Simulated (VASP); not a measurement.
# Na (Im-3m) in VASP: relaxation of cell and atoms with PBE

Aim: the relaxation of cell and atoms of Na with PBE.

Program: VASP 6.6.1. These are calculated values, not measurements. Logs are shortened: lines on timing, memory, paths and dates and some standing lists are left out, and cuts for length are marked.

## Step 1: The cell of the first run

It takes space group Im-3m (No. 229, cubic). Conventional cell: a = 4.208 Å, b = 4.208 Å, c = 4.208 Å, α = 90.00°, β = 90.00°, γ = 90.00°. Within 4.8 Å of Na (site symmetry m-3m) lie 14 Na at 3.64 to 4.21 Å.

## Step 2: Relaxation of cell and atoms, PBE

INCAR

```
SYSTEM = Na
PREC = Accurate
ENCUT = 600
EDIFF = 1E-6
ISMEAR = 0
SIGMA = 0.1
LREAL = .False.
LASPH = .True.
NELM = 60
ALGO = Fast
ISIF = 3
LWAVE = .False.
LCHARG = .False.
GGA = PE
IBRION = 2
NSW = 100
EDIFFG = -0.005
```

KPOINTS

```
regular mesh
0
Gamma
  14 14 14
  0 0 0
```

POSCAR

```
Na
1.0
   -2.1040268000      2.1040268000      2.1040268000
    2.1040268000     -2.1040268000      2.1040268000
    2.1040268000      2.1040268000     -2.1040268000
Na
1
Direct
    0.0000000000      0.0000000000      0.0000000000
```

Potentials or basis: VASP PAW PBE potentials, release 64 (Na_pv).

Started as:

```sh
cat potpaw_PBE.64/Na_pv/POTCAR > POTCAR
mpirun -np 1 vasp_std > vasp.out
```

OUTCAR:

```text
SYSTEM = Na
   PREC = Accurate
   ENCUT = 600
   EDIFF = 1E-6
   ISMEAR = 0
   LREAL = .False.
   LASPH = .True.
   NELM = 60
   ISIF = 3
   GGA = PE
   IBRION = 2
   NSW = 100
   EDIFFG = -0.005

 ion  position               nearest neighbor table
   1  0.000  0.000  0.000-

  LATTYP: Found a body centered cubic cell.
 ALAT       =     4.2080536000

  Lattice vectors:

 A1 = (  -2.1040268000,   2.1040268000,   2.1040268000)
 A2 = (   2.1040268000,  -2.1040268000,   2.1040268000)
 A3 = (   2.1040268000,   2.1040268000,  -2.1040268000)

Analysis of symmetry for initial positions (statically):
=====================================================================
 Subroutine PRICEL returns:
 Original cell was already a primitive cell.

 Routine SETGRP: Setting up the symmetry group for a
 body centered cubic supercell.

 Subroutine GETGRP returns: Found 48 space group operations
 (whereof 48 operations were pure point group operations)
 out of a pool of 48 trial point group operations.

The static configuration has the point symmetry O_h .

Analysis of symmetry for dynamics (positions and initial velocities):
=====================================================================
 Subroutine PRICEL returns:
 Original cell was already a primitive cell.

 Routine SETGRP: Setting up the symmetry group for a
 body centered cubic supercell.

 Subroutine GETGRP returns: Found 48 space group operations
 (whereof 48 operations were pure point group operations)
 out of a pool of 48 trial point group operations.

The dynamic configuration has the point symmetry O_h .

 Subroutine INISYM returns: Found 48 space group operations
 (whereof 48 operations are pure point group operations),
 and found     1 'primitive' translations

----------------------------------------------------------------------------------------

                                     Primitive cell

  volume of cell :      37.2575

  direct lattice vectors                    reciprocal lattice vectors
    -2.104026800  2.104026800  2.104026800     0.000000000  0.237639559  0.237639559
     2.104026800 -2.104026800  2.104026800     0.237639559  0.000000000  0.237639559
     2.104026800  2.104026800 -2.104026800     0.237639559  0.237639559  0.000000000

  length of vectors
     3.644281318  3.644281318  3.644281318     0.336073087  0.336073087  0.336073087

  position of ions in fractional coordinates (direct lattice)
     0.000000000  0.000000000  0.000000000

  ion indices of the primitive-cell ions
   primitive index   ion index
                 1           1

----------------------------------------------------------------------------------------

 KPOINTS: regular mesh

Automatic generation of k-mesh.
 Grid dimensions read from file:
 generate k-points for:   14   14   14

 Generating k-lattice:

  Cartesian coordinates                     Fractional coordinates (reciprocal lattice)
     0.000000000  0.016974254  0.016974254     0.071428571  0.000000000  0.000000000
     0.016974254  0.000000000  0.016974254     0.000000000  0.071428571  0.000000000
     0.016974254  0.016974254  0.000000000     0.000000000  0.000000000  0.071428571

  Length of vectors
     0.024005220  0.024005220  0.024005220

  Shift w.r.t. Gamma in fractional coordinates (k-lattice)
     0.000000000  0.000000000  0.000000000

 Subroutine IBZKPT returns following result:
 ===========================================

 Found    104 irreducible k-points:

 Following reciprocal coordinates:
            Coordinates               Weight
[... 39 lines left out ...]
   LSORBIT =      F    spin-orbit coupling
   LASPH  =      T    aspherical Exc in radial PAW
   ENCUT  =  600.0 eV  44.10 Ry    6.64 a.u.   7.28  7.28  7.28*2*pi/ulx,y,z
   NELM   =     60;   NELMIN=  2; NELMDL= -5     # of ELM steps
   EDIFF  = 0.1E-05   stopping-criterion for ELM
   LREAL  =      F    real-space projection
   EDIFFG = -.5E-02   stopping-criterion for IOM
   NSW    =    100    number of steps for IOM
   IBRION =      2    ionic relax: 0-MD 1-quasi-New 2-CG
   NFREE  =      1    steps in history (QN), initial steepest desc. (CG)
   ISIF   =      3    stress and relaxation
   ISYM   =      2    0-nonsym 1-usesym 2-fastsym
   POTIM  = 0.5000    time-step for ionic-motion
   TEBEG  =    0.0;   TEEND  =   0.0 temperature during run
   PSTRESS=    0.0 pullay stress
   NELECT =       7.0000    total number of electrons
   NUPDOWN=      -1.0000    fix difference up-down
   EMIN   =  10.00;   EMAX   =-10.00  energy-range for DOS
   EFERMI =   0.00;   METHOD = LEGACY
   ISMEAR =     0;   SIGMA  =   0.10  broadening in eV -4-tet -1-fermi 0-gaus
   EFERMI_NEDOS =   21; number of points for ismear=-14 and -15
   IALGO  =     68    algorithm
   IMIX   =      4    mixing-type and parameters
     AMIX     =   0.40;   BMIX     =  1.00
     AMIX_MAG =   1.60;   BMIX_MAG =  1.00
  volume/ion in A,a.u.               =      37.26       251.43
  Fermi-wavevector in a.u.,A,eV,Ry     =   0.937640  1.771883 11.961824  0.879169
  Thomas-Fermi vector in A             =   2.064772
   LORBIT       =      0    0 simple, 1 ext, 2 COOP (PROOUT), +10 PAW based schemes
   GGA     = PE    functional components
   LHFCALC =     F    Hartree Fock is set to
   AEXX    =    0.0000 exact exchange contribution
   IVDW    =     0    specifies the selected vdW correction
   LEPSILON=     F    determine dielectric tensor
   LRPA    =     F    only Hartree local field effects (RPA)
 conjugate gradient relaxation of ions
 non-spin polarized calculation
 RMM-DIIS sequential band-by-band and
 Gauss-broadening in eV      SIGMA  =   0.10
  energy-cutoff  :      600.00
  volume of cell :       37.26
 maximum number of plane-waves:      1264
 NGX is ok and might be reduce to    30
   NGX = 15   NGY = 15   NGZ = 15

--------------------------------------- Ionic step        1  -------------------------------------------

 number of electron       6.9999994 magnetization

 Free energy of the ion-electron system (eV)
  ---------------------------------------------------
  ext. energy  EPLUGINS =         0.00000000
  ---------------------------------------------------
  free energy    TOTEN  =        -1.31207765 eV

  energy without entropy =       -1.30904191  energy(sigma->0) =       -1.31055978

------------------------ aborting loop because EDIFF is reached ----------------------------------------

  FORCE on cell =-STRESS in cart. coord.  units (eV):
  Direction    XX          YY          ZZ          XY          YZ          ZX
  --------------------------------------------------------------------------------------
  -------------------------------------------------------------------------------------
  Total       -0.0112726     -0.0112726     -0.0112726      0.0000000     -0.0000000      0.0000000
  in kB       -0.4847524     -0.4847524     -0.4847524      0.0000000     -0.0000000      0.0000000
  external PRESSURE =      -0.4847524 kB  Pullay stress =       0.0000000 kB

 VOLUME and BASIS-vectors are now :
 -----------------------------------------------------------------------------
  energy-cutoff  :      600.00
  volume of cell :       37.26
      direct lattice vectors                 reciprocal lattice vectors
    -2.104026800  2.104026800  2.104026800     0.000000000  0.237639559  0.237639559
     2.104026800 -2.104026800  2.104026800     0.237639559  0.000000000  0.237639559
     2.104026800  2.104026800 -2.104026800     0.237639559  0.237639559  0.000000000

 POSITION                                       TOTAL-FORCE (eV/Angst)
 -----------------------------------------------------------------------------------
      0.00000      0.00000      0.00000         0.000000      0.000000      0.000000
 -----------------------------------------------------------------------------------
    total drift:                               -0.000000     -0.000000      0.000000

  FREE ENERGIE OF THE ION-ELECTRON SYSTEM (eV)
  ---------------------------------------------------
  free  energy   TOTEN  =        -1.3120776482 eV

  energy  without entropy=       -1.3090419087  energy(sigma->0) =       -1.31055978

--------------------------------------- Ionic step        2  -------------------------------------------

 number of electron       6.9999994 magnetization

 Free energy of the ion-electron system (eV)
  ---------------------------------------------------
  ext. energy  EPLUGINS =         0.00000000
  ---------------------------------------------------
  free energy    TOTEN  =        -1.31209792 eV

  energy without entropy =       -1.30906372  energy(sigma->0) =       -1.31058082

 E-fermi :   0.2954     XC(G=0):  -6.4933

 val. band max:        0.2683142255   @ k =  -0.3571   0.4286   0.1429
 cond. band min:       0.3490479755   @ k =   0.3571   0.0714   0.0714
 fundamental gap:      0.0807337499
 Fermi energy:         0.2953953122

 k-point     1 :       0.0000    0.0000    0.0000
  band No.  band energies     occupation
      1     -24.5852      2.00000
      2     -24.5852      2.00000
      3     -24.5852      2.00000
      4      -2.9516      2.00000
      5      12.0300      0.00000
      6      12.0300      0.00000
      7      12.0301      0.00000
[... 221 lines left out ...]
 k-point    24 :       0.3571    0.2857    0.0000
  band No.  band energies     occupation
      1     -24.6119      2.00000
      2     -24.6065      2.00000
      3     -24.5895      2.00000
      4       2.0307      0.00000
      5       2.4395      0.00000
      6       3.7042      0.00000
      7       8.3012      0.00000

 [... further k-points ...]
[... 5 lines left out ...]
  --------------------------------------------------------------------------------------
  -------------------------------------------------------------------------------------
  Total       -0.0026620     -0.0026620     -0.0026620      0.0000000      0.0000000     -0.0000000
  in kB       -0.1146603     -0.1146603     -0.1146603      0.0000000      0.0000000     -0.0000000
  external PRESSURE =      -0.1146603 kB  Pullay stress =       0.0000000 kB

 VOLUME and BASIS-vectors are now :
 -----------------------------------------------------------------------------
  energy-cutoff  :      600.00
  volume of cell :       37.20
      direct lattice vectors                 reciprocal lattice vectors
    -2.102882590  2.102882590  2.102882590     0.000000000  0.237768862  0.237768862
     2.102882590 -2.102882590  2.102882590     0.237768862  0.000000000  0.237768862
     2.102882590  2.102882590 -2.102882590     0.237768862  0.237768862  0.000000000

 POSITION                                       TOTAL-FORCE (eV/Angst)
 -----------------------------------------------------------------------------------
      0.00000      0.00000      0.00000         0.000000     -0.000000      0.000000
 -----------------------------------------------------------------------------------
    total drift:                               -0.000000     -0.000000      0.000000

  FREE ENERGIE OF THE ION-ELECTRON SYSTEM (eV)
  ---------------------------------------------------
  free  energy   TOTEN  =        -1.3120979222 eV

  energy  without entropy=       -1.3090637205  energy(sigma->0) =       -1.31058082

 reached required accuracy - stopping structural energy minimisation
```

It took 59 s on 1 thread of Intel Xeon 8259CL, shared host; peak memory 0.17 GiB.

What came out:

```yaml
Free_energy: -1.3121 eV
Relaxed_volume: 37.20 Å³/atom
Relaxed_cell: a = 3.642 Å, b = 3.642 Å, c = 3.642 Å, α = 109.47°, β = 109.47°, γ = 109.47°
Space_group_after_relaxing_to_0.1_Å: Im-3m (No. 229)
Energy_gained_by_relaxing: 0.0 meV/atom
Ionic_steps: 2
Pressure_after_relaxing: 0.0 GPa
Band_gap_on_the_k_mesh: zero (an odd number of electrons rules out a gap without spin polarisation)
```

Final structure:
```xyz
1
Lattice="-2.1029 2.1029 2.1029 2.1029 -2.1029 2.1029 2.1029 2.1029 -2.1029" Properties=species:S:1:pos:R:3 pbc="T T T"
Na    0.0000    0.0000    0.0000
```
